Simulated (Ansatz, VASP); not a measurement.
**Ca in VASP and in Ansatz**

Contents of INCAR:

```
  ALGO = Normal
  EDIFF = 1E-6
  ENCUT = 500
  GGA_COMPAT = False
  ISIF = 2
  ISMEAR = 0
  LASPH = True
  LCHARG = False
  LREAL = False
  LWAVE = False
  NBANDS = 11
  NELM = 120
  PREC = Accurate
  SIGMA = 0.1
```

File KPOINTS:

```
k-points
0
Gamma
  14 14 14
```

POSCAR

```
Ca
1.0
    0.0000000000      2.8005000000      2.8005000000
    2.8005000000      0.0000000000      2.8005000000
    2.8005000000      2.8005000000      0.0000000000
Ca
1
Direct
    0.0000000000      0.0000000000      0.0000000000
```

Input for Ansatz:

```yaml
crystal:
  lattice:
    - [0.0, 2.8005, 2.8005]
    - [2.8005, 0.0, 2.8005]
    - [2.8005, 2.8005, 0.0]
  atoms:
    - { symbol: Ca, position: [0.0, 0.0, 0.0] }
basis:
  ecutwfc: 420
kpoints:
  mp_grid: { grid: [14, 14, 14] }
hamiltonian:
  xc: lda
  pseudopotentials: { kind: paw, azcp: { folder: soft_1 } }
scf:
  occupations: { method: gaussian, width: 0.1 }
output:
  forces: true
  stress: true
  eigenvalues: true
  write_density: true
  write_potential: true
  elf: true
  volumetric_format: npy
```

Alike in both runs: task single point; functional LDA; k mesh 14 × 14 × 14; occupations gaussian, width 0.1 eV; no spin polarisation.

|  | VASP | Ansatz |
| --- | --- | --- |
| version | VASP 6.6.1 | Ansatz 0.2.0 |
| potentials or method | VASP PAW LDA potentials, release 64 (Ca_sv), cutoff 500 eV | scalar-relativistic, plane waves, PAW |
| valence electrons in the cell | 10 | 10 |

|  | VASP | Ansatz | Ansatz less VASP |
| --- | --- | --- | --- |
| gap on the k mesh at the Fermi level (eV) | none | none | - |
| pressure (GPa) | -2.2 | -2.2 | +0.01 |

Ansatz warns that its potentials were made for another functional, while VASP's fit it. LDA's correlation is that of Perdew and Zunger in VASP and of Perdew and Wang (1992) in Ansatz. A gap of «none» marks a metal or a gap that the smearing closes.
